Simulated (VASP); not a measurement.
A run of VASP 6.6.1:

File INCAR:

```
  PREC = Accurate
  ENCUT = 520
  EDIFF = 1E-6
  ISMEAR = -1
  SIGMA = 0.1
  LREAL = F
  LASPH = T
  NELM = 100
  ALGO = Normal
  ISIF = 2
  LWAVE = F
  LCHARG = F
  GGA = CA
  NBANDS = 16
```

The input KPOINTS:

```
Automatic mesh
0
Gamma
  9 9 5
```

The input POSCAR:

```
Rb
1.0
    4.2502457240      0.0000000000      0.0000000000
   -2.1251228620      3.6808207693      0.0000000000
    0.0000000000      0.0000000000      6.9862855379
Rb
2
Direct
    0.3333333333      0.6666666667      0.2500000000
    0.6666666667      0.3333333333      0.7500000000
```

Potentials or basis: VASP PAW LDA potentials, release 64 (Rb_sv).

Launch:

```sh
$ cat potpaw_LDA.64/Rb_sv/POTCAR > POTCAR
$ mpirun -np 1 vasp_std > vasp.out
```

Hardware: 1 thread of Intel(R) Xeon(R) 6975P-C (Granite Rapids) (shared host).

Task: How long does it take, and how much memory?

Result: It took 15 s on 1 thread of Intel(R) Xeon(R) 6975P-C (Granite Rapids) (shared host), peak memory 0.2 GiB. Counts: scf iterations 10, k points 36.
